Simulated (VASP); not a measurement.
Wanted: the native input for a VASP 6.6.1 run.

```yaml
Task: single point
Functional: PBE
Potentials_or_basis: VASP PAW PBE potentials, release 64 (Rb_sv, Au)
Cutoff: 520 eV
k_mesh: 6 × 6 × 4
Occupations: gaussian, width 0.1 eV
Spin: no spin polarisation
Dipole_correction: no
Further_INCAR_settings: ALGO = Normal; EDIFF = 1e-07; NBANDS = 22
```

The structure of RbAu2 lies in POSCAR:

```
RbAu2
1.0
    4.7241553000      0.0000000000      0.0000000000
   -2.3620776000      4.0912385000      0.0000000000
    0.0000000000      0.0000000000      4.9861862000
Rb Au
1 2
Direct
    0.0000000000      0.0000000000      0.5000000000
    0.3333333000      0.6666667000      0.0000000000
    0.6666667000      0.3333333000      0.0000000000
```

The cell was generated, and may not be a known phase.

One way to write it, as run:

INCAR

```
ALGO = Normal ; EDIFF = 1E-7
ENCUT = 520 ; GGA = PE
ISIF = 2 ; ISMEAR = 0
LASPH = True ; LCHARG = False
LREAL = False ; LWAVE = False
NBANDS = 22 ; NELM = 60
PREC = Accurate ; SIGMA = 0.1
```

KPOINTS

```
k-points
0
Gamma
  6 6 4
```

Potentials or basis: VASP PAW PBE potentials, release 64 (Rb_sv, Au).

Command:

```console
$ cat potpaw_PBE.64/Rb_sv/POTCAR potpaw_PBE.64/Au/POTCAR > POTCAR
$ mpirun -np 1 vasp_std > vasp.out
```

Results of the run:

The pressure is -0.1 GPa and the band gap on the k mesh is zero (an odd number of electrons rules out a gap without spin polarisation).

Caveat: spin-orbit coupling is left out, which moves the levels of the heavy elements.

Run time: 41 s on 1 thread of Intel(R) Xeon(R) Platinum 8259CL CPU @ 2.50GHz (Skylake/Cascade Lake), on a shared host, peak memory 0.23 GiB.
